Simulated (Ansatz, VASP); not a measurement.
## One calculation of Li2S, two programs

The input INCAR:

```
  PREC = Accurate
  ENCUT = 750
  EDIFF = 1E-6
  ISMEAR = 0
  SIGMA = 0.01
  LREAL = False
  LASPH = True
  NELM = 120
  ALGO = Normal
  ISIF = 2
  LWAVE = False
  LCHARG = False
  GGA = PE
  NBANDS = 13
  GGA_COMPAT = False
```

Contents of KPOINTS:

```
regular mesh
0
Gamma
  5 5 5
```

Contents of POSCAR:

```
Li2S
1.0
    0.0000000000      2.8452942165      2.8452942165
    2.8452942165      0.0000000000      2.8452942165
    2.8452942165      2.8452942165      0.0000000000
S Li
1 2
Direct
    0.0000000000      0.0000000000      0.0000000000
    0.2500000000      0.2500000000      0.2500000000
    0.7500000000      0.7500000000      0.7500000000
```

Input for Ansatz:

```yaml
crystal:
  lattice:
    - [0.0, 2.8452942165, 2.8452942165]
    - [2.8452942165, 0.0, 2.8452942165]
    - [2.8452942165, 2.8452942165, 0.0]
  atoms:
    - { symbol: S, position: [0.0, 0.0, 0.0] }
    - { symbol: Li, position: [0.25, 0.25, 0.25] }
    - { symbol: Li, position: [0.75, 0.75, 0.75] }
kpoints:
  mp_grid: { grid: [5, 5, 5] }
hamiltonian:
  xc: pbe
scf:
  occupations: { method: fixed }
  n_extra_bands: 4
output:
  forces: true
  stress: true
  eigenvalues: true
```

Alike in both runs: task single point; functional PBE; k mesh 5 × 5 × 5; no spin polarisation.

```csv
,VASP,Ansatz
version,VASP 6.6.1,Ansatz 0.2.0
potentials or method,"VASP PAW PBE potentials, release 64 (S, Li_sv)",plane waves
plane-wave cutoff (eV),750,420
occupations,"gaussian, width 0.01 eV",fixed
valence electrons in the cell,12,12
```

```csv
,VASP,Ansatz,Ansatz less VASP
gap on the k mesh at the Fermi level (eV),3.67,3.67,+0.001
pressure (GPa),0.2,0.3,+0.13
```
